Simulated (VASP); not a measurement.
# Te2Pt (P-3m1) in VASP: further runs, part 2 of 2

VASP 6.6.1. Earlier steps stand in the parts before.

**4. Relaxation of shape and atoms at fixed volume, PBE+D3(BJ) (volume scaled by 1.10)**

INCAR reads:

```
ALGO = Normal
EDIFF = 1E-7
EDIFFG = -0.01
ENCUT = 500
GGA = PE
GGA_COMPAT = False
IBRION = 2
ISIF = 4
ISMEAR = 0
IVDW = 12
LASPH = True
LCHARG = False
LREAL = False
LWAVE = False
NELM = 120
NELMIN = 4
NSW = 50
PREC = Accurate
SIGMA = 0.1
```

KPOINTS reads:

```
k-points
0
Gamma
  12 12 8
```

POSCAR reads:

```
Te2Pt
1.0
    4.1359341569      0.0000000000      0.0000000000
   -2.0679670784      3.5818240483      0.0000000000
    0.0000000000      0.0000000000      5.3782690713
Te Pt
2 1
Direct
    0.3333333333      0.6666666667      0.2566499112
    0.6666666667      0.3333333333      0.7433500888
    0.0000000000      0.0000000000      0.0000000000
```

Potentials or basis: VASP PAW PBE potentials, release 64 (Te, Pt).

On the command line:

```bash
> cat potpaw_PBE.64/Te/POTCAR potpaw_PBE.64/Pt/POTCAR > POTCAR
> mpirun -np 1 vasp_std > vasp.out
```

OUTCAR:

```text
EDIFF = 1E-7
   EDIFFG = -0.01
   ENCUT = 500
   GGA = PE
   IBRION = 2
   ISIF = 4
   ISMEAR = 0
   IVDW = 12
   LASPH = True
   LREAL = False
   NELM = 120
   NELMIN = 4
   NSW = 50
   PREC = Accurate
 IVDW          = 12

 ion  position               nearest neighbor table
   1  0.333  0.667  0.257-   3 2.76   3 2.76   3 2.76   2 3.54   2 3.54   2 3.54   2 3.65   2 3.65
                             2 3.65
   2  0.667  0.333  0.743-   3 2.76   3 2.76   3 2.76   1 3.54   1 3.54   1 3.54   1 3.65   1 3.65
                             1 3.65
   3  0.000  0.000  0.000-   1 2.76   2 2.76   2 2.76   1 2.76   2 2.76   1 2.76

  LATTYP: Found a hexagonal cell.
 ALAT       =     4.1359341569
 C/A-ratio  =     1.3003758927

  Lattice vectors:

 A1 = (   4.1359341569,   0.0000000000,   0.0000000000)
 A2 = (  -2.0679670784,   3.5818240483,   0.0000000000)
 A3 = (   0.0000000000,   0.0000000000,   5.3782690713)

Analysis of symmetry for initial positions (statically):
=====================================================================
 Subroutine PRICEL returns:
 Original cell was already a primitive cell.

 Routine SETGRP: Setting up the symmetry group for a
 hexagonal supercell.

 Subroutine GETGRP returns: Found 12 space group operations
 (whereof 12 operations were pure point group operations)
 out of a pool of 24 trial point group operations.

The static configuration has the point symmetry D_3d.

Analysis of symmetry for dynamics (positions and initial velocities):
=====================================================================
 Subroutine PRICEL returns:
 Original cell was already a primitive cell.

 Routine SETGRP: Setting up the symmetry group for a
 hexagonal supercell.

 Subroutine GETGRP returns: Found 12 space group operations
 (whereof 12 operations were pure point group operations)
 out of a pool of 24 trial point group operations.

The dynamic configuration has the point symmetry D_3d.

 Subroutine INISYM returns: Found 12 space group operations
 (whereof 12 operations are pure point group operations),
 and found     1 'primitive' translations

----------------------------------------------------------------------------------------

                                     Primitive cell

  volume of cell :      79.6747

  direct lattice vectors                    reciprocal lattice vectors
     4.135934157  0.000000000  0.000000000     0.241783346  0.139593680  0.000000000
    -2.067967078  3.581824048  0.000000000     0.000000000  0.279187360  0.000000000
     0.000000000  0.000000000  5.378269071     0.000000000  0.000000000  0.185933427

  length of vectors
     4.135934157  4.135934157  5.378269071     0.279187360  0.279187360  0.185933427

  position of ions in fractional coordinates (direct lattice)
     0.333333333  0.666666667  0.256649911
     0.666666667  0.333333333  0.743350089
     0.000000000  0.000000000  0.000000000

  ion indices of the primitive-cell ions
   primitive index   ion index
                 1           1
                 2           2
                 3           3

----------------------------------------------------------------------------------------

 KPOINTS: k-points

Automatic generation of k-mesh.
 Grid dimensions read from file:
 generate k-points for:   12   12    8

 Generating k-lattice:

  Cartesian coordinates                     Fractional coordinates (reciprocal lattice)
     0.020148612  0.011632807  0.000000000     0.083333333 -0.000000000  0.000000000
     0.000000000  0.023265613  0.000000000     0.000000000  0.083333333  0.000000000
     0.000000000  0.000000000  0.023241678     0.000000000  0.000000000  0.125000000

  Length of vectors
     0.023265613  0.023265613  0.023241678

  Shift w.r.t. Gamma in fractional coordinates (k-lattice)
     0.000000000  0.000000000  0.000000000

 Subroutine IBZKPT returns following result:
 ===========================================

 Found    131 irreducible k-points:

 Following reciprocal coordinates:
            Coordinates               Weight
  0.000000  0.000000  0.000000      1.000000
  0.083333  0.000000  0.000000      6.000000
  0.166667 -0.000000  0.000000      6.000000
  0.250000  0.000000  0.000000      6.000000
  0.333333  0.000000  0.000000      6.000000
  0.416667  0.000000  0.000000      6.000000
[... 16 lines left out ...]
  0.166667 -0.000000  0.125000      6.000000
  0.000000  0.166667  0.125000      6.000000
 [... further k-points ...]
   k-points           NKPTS =    131   k-points in BZ     NKDIM =    131   number of bands    NBANDS=     15
   number of dos      NEDOS =    301   number of ions     NIONS =      3
   total plane-waves  NPLWV =  36000
   dimension x,y,z NGX =    30 NGY =   30 NGZ =   40
   dimension x,y,z NGXF=    60 NGYF=   60 NGZF=   80
   ions per type =               2   1
   NGX,Y,Z   is equivalent  to a cutoff of  12.06, 12.06, 12.36 a.u.
   NGXF,Y,Z  is equivalent  to a cutoff of  24.12, 24.12, 24.73 a.u.
 SYSTEM =  unknown system
   PREC   = accura    normal or accurate (medium, high low for compatibility)
   ISTART =      0    job   : 0-new  1-cont  2-samecut
   ICHARG =      2    charge: 1-file 2-atom 10-const
   ISPIN  =      1    spin polarized calculation?
   LNONCOLLINEAR =      F non collinear calculations
   LSORBIT =      F    spin-orbit coupling
   LASPH  =      T    aspherical Exc in radial PAW
   ENCUT  =  500.0 eV  36.75 Ry    6.06 a.u.   7.54  7.54  9.81*2*pi/ulx,y,z
   NELM   =    120;   NELMIN=  4; NELMDL= -5     # of ELM steps
   EDIFF  = 0.1E-06   stopping-criterion for ELM
   LREAL  =      F    real-space projection
   EDIFFG = -.1E-01   stopping-criterion for IOM
   NSW    =     50    number of steps for IOM
   IBRION =      2    ionic relax: 0-MD 1-quasi-New 2-CG
   NFREE  =      1    steps in history (QN), initial steepest desc. (CG)
   ISIF   =      4    stress and relaxation
   ISYM   =      2    0-nonsym 1-usesym 2-fastsym
   POTIM  = 0.5000    time-step for ionic-motion
   TEBEG  =    0.0;   TEEND  =   0.0 temperature during run
   PSTRESS=    0.0 pullay stress
   NELECT =      22.0000    total number of electrons
   NUPDOWN=      -1.0000    fix difference up-down
   EMIN   =  10.00;   EMAX   =-10.00  energy-range for DOS
   EFERMI =   0.00;   METHOD = LEGACY
   ISMEAR =     0;   SIGMA  =   0.10  broadening in eV -4-tet -1-fermi 0-gaus
   EFERMI_NEDOS =   21; number of points for ismear=-14 and -15
   IALGO  =     38    algorithm
   IMIX   =      4    mixing-type and parameters
     AMIX     =   0.40;   BMIX     =  1.00
     AMIX_MAG =   1.60;   BMIX_MAG =  1.00
  volume/ion in A,a.u.               =      26.56       179.22
  Fermi-wavevector in a.u.,A,eV,Ry     =   1.066045  2.014533 15.462371  1.136452
  Thomas-Fermi vector in A             =   2.201617
   LORBIT       =      0    0 simple, 1 ext, 2 COOP (PROOUT), +10 PAW based schemes
   GGA     = PE    functional components
   LHFCALC =     F    Hartree Fock is set to
   AEXX    =    0.0000 exact exchange contribution
   IVDW    =    12    specifies the selected vdW correction
   LEPSILON=     F    determine dielectric tensor
   LRPA    =     F    only Hartree local field effects (RPA)
 conjugate gradient relaxation of ions
 non-spin polarized calculation
 Gauss-broadening in eV      SIGMA  =   0.10
  energy-cutoff  :      500.00
  volume of cell :       79.67
 maximum number of plane-waves:      2043
   NGX = 15   NGY = 15   NGZ = 19

--------------------------------------- Ionic step        1  -------------------------------------------

 number of electron      22.0000001 magnetization

 Free energy of the ion-electron system (eV)
  ---------------------------------------------------
  ext. energy  EPLUGINS =         0.00000000
  ---------------------------------------------------
  free energy    TOTEN  =       -13.54724184 eV

  energy without entropy =      -13.54080918  energy(sigma->0) =      -13.54402551

------------------------ aborting loop because EDIFF is reached ----------------------------------------

 Edisp (eV)   -1.53867

 E8    (eV) :    -0.7065
[... 196 lines left out ...]
--------------------------------------- Ionic step        6  -------------------------------------------

 number of electron      21.9999998 magnetization

 Free energy of the ion-electron system (eV)
  ---------------------------------------------------
  ext. energy  EPLUGINS =         0.00000000
  ---------------------------------------------------
  free energy    TOTEN  =       -13.56952827 eV

  energy without entropy =      -13.56405622  energy(sigma->0) =      -13.56679225

 E-fermi :   7.5902     XC(G=0): -10.0984

 val. band max:        7.5078707344   @ k =  -0.0833   0.3333   0.2500
 cond. band min:       7.5911025976   @ k =   0.0000   0.3333   0.2500
 fundamental gap:      0.0832318632
 Fermi energy:         7.5901778142

 k-point     1 :       0.0000    0.0000    0.0000
  band No.  band energies     occupation
      1      -5.9394      2.00000
      2      -3.1272      2.00000
      3       1.3184      2.00000
      4       2.1556      2.00000
      5       2.1556      2.00000
      6       4.0049      2.00000
      7       4.0049      2.00000
      8       5.0275      2.00000
      9       7.0896      2.00000
     10       7.0896      2.00000
     11       8.6911      0.00000
     12       8.7504      0.00000
     13       8.7504      0.00000
     14      10.6178      0.00000
[... 401 lines left out ...]
      2      -3.3524      2.00000
      3       1.6402      2.00000
      4       2.2801      2.00000
      5       2.4787      2.00000
      6       3.6260      2.00000
      7       3.9028      2.00000
      8       4.6533      2.00000
      9       5.8949      2.00000
     10       6.7224      2.00000
     11       7.9660      0.00000
     12       8.5334      0.00000
     13       8.6654      0.00000
     14      11.2990      0.00000
     15      12.1899      0.00000

 [... further k-points ...]

------------------------ aborting loop because EDIFF is reached ----------------------------------------

 Edisp (eV)   -1.53637

 E8    (eV) :    -0.7051
[... 26 lines left out ...]
  FREE ENERGIE OF THE ION-ELECTRON SYSTEM (eV)
  ---------------------------------------------------
  free  energy   TOTEN  =       -15.1058936391 eV

  energy  without entropy=      -15.1004215875  energy(sigma->0) =      -15.10315761

 reached required accuracy - stopping structural energy minimisation
```

OSZICAR:

```text
N       E                     dE             d eps       ncg     rms          rms(c)
DAV:   1     0.106226463037E+03    0.10623E+03   -0.91010E+03  3954   0.120E+03
[... 55 lines left out ...]
       N       E                     dE             d eps       ncg     rms          rms(c)
DAV:   1    -0.135698337050E+02   -0.31594E-03   -0.17110E-02  4049   0.936E-01    0.117E-01
DAV:   2    -0.135695908099E+02    0.24290E-03   -0.73172E-04  4238   0.215E-01    0.647E-02
DAV:   3    -0.135695440562E+02    0.46754E-04   -0.10676E-04  4742   0.925E-02    0.283E-02
DAV:   4    -0.135695285714E+02    0.15485E-04   -0.47333E-05  4413   0.502E-02    0.218E-02
DAV:   5    -0.135695281792E+02    0.39228E-06   -0.49641E-06  4455   0.177E-02    0.358E-03
DAV:   6    -0.135695282740E+02   -0.94887E-07   -0.33847E-07  4481   0.436E-03
   6 F= -.15105894E+02 E0= -.15103158E+02  d E =-.623473E-03
```

It took 6.5 min on 1 thread of Intel Xeon Platinum 8488C (Sapphire Rapids), shared host; peak memory 0.31 GiB.

What came out:

| Item | Value |
| --- | --- |
| Free energy | -15.1059 eV |
| Energy gained by relaxing | 6.7 meV/atom |
| Ionic steps | 6 |
| Pressure after relaxing | -4.0 GPa |
| Band gap on the k mesh | zero (band 11 reaches 8.69 eV, above the bottom of band 12 at 7.38 eV) |
| Dispersion energy per atom | -0.512 eV |

The path:
```csv
step,energy change (eV),largest force (eV/Å),pressure (GPa),volume (Å³)
1,0.0000,0.3197,-6.10,79.67
2,-0.0108,0.2035,-5.44,79.67
3,-0.0190,0.0119,-4.34,79.67
4,-0.0194,0.0408,-4.04,79.67
5,-0.0199,0.0126,-3.99,79.67
6,-0.0200,0.0000,-3.97,79.67
```

Final structure:
```
Te Pt
1.0
     4.09132    0.00000    0.00000
    -2.04566    3.54318    0.00000
     0.00000    0.00000    5.49622
Te Pt
2 1
Direct
  0.33333 0.66667 0.24867
  0.66667 0.33333 0.75133
  0.00000 0.00000 0.00000
```

Caveat: the cell differs from its parent crystal (volume scaled by 1.10); spin-orbit coupling is left out, which moves the levels of the heavy elements; pairwise dispersion overbinds metals, which lowers pressure and volume.

**5. Overview**

| cell | gap on the mesh (eV) | pressure (GPa) |
| --- | --- | --- |
| relaxed from a = 4.092, b = 4.092, c = 5.144 Å, angles 90.0, 90.0, 120.0°, 3 atoms | none | -1.9 |
| relaxed from a = 4.111, b = 4.111, c = 5.246 Å, angles 90.0, 90.0, 120.0°, 3 atoms | none | -3.1 |
| relaxed from a = 4.136, b = 4.136, c = 5.378 Å, angles 90.0, 90.0, 120.0°, 3 atoms | none | -4.0 |

Alike in all rows: task relaxation of shape and atoms at fixed volume; level PBE+D3(BJ); potentials or basis VASP PAW PBE potentials, release 64 (Te, Pt); no spin polarisation; k mesh 12 × 12 × 8; cutoff (eV) 500; smearing gaussian 0.1 eV.

Caveats: spin-orbit coupling is left out, which moves the levels of the heavy elements; pairwise dispersion overbinds metals, which lowers pressure and volume.

Total energies depend on the potentials used, so only differences within one code and one set of settings carry meaning.
